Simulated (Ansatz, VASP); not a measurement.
**SrCl2 in VASP and in Ansatz**

```
CELL_PARAMETERS angstrom
2.08574 1.20420 6.13505
-2.08574 1.20420 6.13505
0.00000 -2.40841 6.13505
ATOMIC_POSITIONS crystal
Sr 0.00020 0.00020 0.00020
Cl 0.42277 0.42277 0.42277
Cl 0.24369 0.24369 0.24369
```

Alike in both runs: task single point; functional LDA; k mesh 8 × 8 × 8; no spin polarisation.

```csv
,VASP,Ansatz
version,VASP 6.6.1,Ansatz 0.2.0
potentials or method,"VASP PAW LDA potentials, release 64 (Sr_sv, Cl)","plane waves, PAW"
plane-wave cutoff (eV),520,420
occupations,"gaussian, width 0.01 eV",fixed
valence electrons in the cell,24,24
```

Ansatz gave:

| Property | Result |
| --- | --- |
| gap on the k mesh at the Fermi level (eV) | 3.91 |
| pressure (GPa) | -2.0 |
| traceless stress, the component that is largest in VASP (GPa) | -0.13 |
| rms of the force components (eV/Å) | 0.122 |

**Question.** What did VASP give for the same quantities?

**Answer.** gap on the k mesh at the Fermi level (eV): 3.93; pressure (GPa): -1.9; traceless stress, the component that is largest in VASP (GPa): -0.14; rms of the force components (eV/Å): 0.110.

LDA's correlation is that of Perdew and Zunger in VASP and of Perdew and Wang (1992) in Ansatz. Atom by atom the forces differ by 0.012 eV/Å (rms over components).
